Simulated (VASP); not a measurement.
Zr3S2:

```
CELL_PARAMETERS angstrom
2.90254 1.67578 3.48777
-2.90254 1.67578 3.48777
0.00000 -3.35156 3.48777
ATOMIC_POSITIONS crystal
Zr 0.16127 0.83873 0.50000
Zr 0.50000 0.16127 0.83873
Zr 0.83873 0.50000 0.16127
S 0.33498 0.33498 0.33498
S 0.66502 0.66502 0.66502
```

| Item | Value |
| --- | --- |
| Program | VASP 6.6.1 |
| Task | relaxation of cell and atoms |
| Functional | PBEsol |
| Potentials or basis | VASP PAW PBE potentials, release 64 (Zr_sv, S) |
| Cutoff | 600 eV |
| k mesh | 12 × 12 × 12 |
| Occupations | gaussian, width 0.1 eV |
| Spin | no spin polarisation |

At the start: pressure -4.9 GPa; volume 20.36 Å³/atom.

**Question.** How do energy, volume and symmetry change on relaxing?

**Answer.** Over 6 steps the energy falls by 13.0 meV/atom and the volume is 19.55 Å³/atom (-4.0 %); space group R32 (No. 155, to 0.1 Å) before and after.

The path:
| step | energy change (eV) | largest force (eV/Å) | pressure (GPa) | volume (Å³) |
| --- | --- | --- | --- | --- |
| 1 | 0.0000 | 0.1371 | -4.93 | 101.79 |
| 2 | 0.0486 | 0.2348 | 7.65 | 92.83 |
| 3 | -0.0652 | 0.0034 | -0.07 | 97.80 |
| 4 | -0.0652 | 0.0066 | 0.04 | 97.72 |
| 5 | -0.0652 | 0.0031 | -0.05 | 97.78 |
| 6 | -0.0652 | 0.0033 | -0.02 | 97.76 |

Final structure:
```yaml
crystal:
  lattice:
    - [2.86474, 1.65396, 3.43865]
    - [-2.86474, 1.65396, 3.43865]
    - [0.00000, -3.30792, 3.43865]
  atoms:
    - { symbol: Zr, position: [0.16173, 0.83827, 0.50000] }
    - { symbol: Zr, position: [0.50000, 0.16173, 0.83827] }
    - { symbol: Zr, position: [0.83827, 0.50000, 0.16173] }
    - { symbol: S, position: [0.33500, 0.33500, 0.33500] }
    - { symbol: S, position: [0.66500, 0.66500, 0.66500] }
```

Caveat: the PAW data sets were made with another functional, which shifts forces and pressure a little.
